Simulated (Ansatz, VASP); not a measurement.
One calculation of Zr3S2, two programs

```xyz
5
Lattice="2.9362 1.6952 3.6064 -2.9362 1.6952 3.6064 0.0000 -3.3904 3.6064" Properties=species:S:1:pos:R:3 pbc="T T T"
Zr   -1.9858    0.0000    5.4096
Zr    0.9929   -1.7198    5.4096
Zr    0.9929    1.7198    5.4096
S     0.0000    0.0000    3.6240
S     0.0000    0.0000    7.1953
```

Change from the starting cell: strain +0.025 along x and y, +0.050 along z, atoms carried along.

Alike in both runs: task single point; functional PBEsol; k mesh 12 × 12 × 12; occupations gaussian, width 0.15 eV; no spin polarisation.

|  | VASP | Ansatz |
| --- | --- | --- |
| version | VASP 6.6.1 | Ansatz 0.2.0 |
| potentials or method | VASP PAW PBE potentials, release 64 (Zr_sv, S), cutoff 520 eV | scalar-relativistic, plane waves, PAW |
| valence electrons in the cell | 48 | 48 |

VASP gave:

| Property | Result |
| --- | --- |
| gap on the k mesh at the Fermi level (eV) | none |
| pressure (GPa) | -10.4 |
| traceless stress, the component that is largest in VASP (GPa) | -1.84 |
| rms of the force components (eV/Å) | 0.086 |

**Question.** Which values does Ansatz return?

**Answer.** gap on the k mesh at the Fermi level (eV): none; pressure (GPa): -10.6; traceless stress, the component that is largest in VASP (GPa): -1.89; rms of the force components (eV/Å): 0.088.

VASP's potentials were made for PBE, not for PBEsol. Atom by atom the forces differ by 0.003 eV/Å (rms over components). A gap of «none» marks a metal or a gap that the smearing closes. The functional is the same, so the differences come from potentials, cutoffs and numerics.
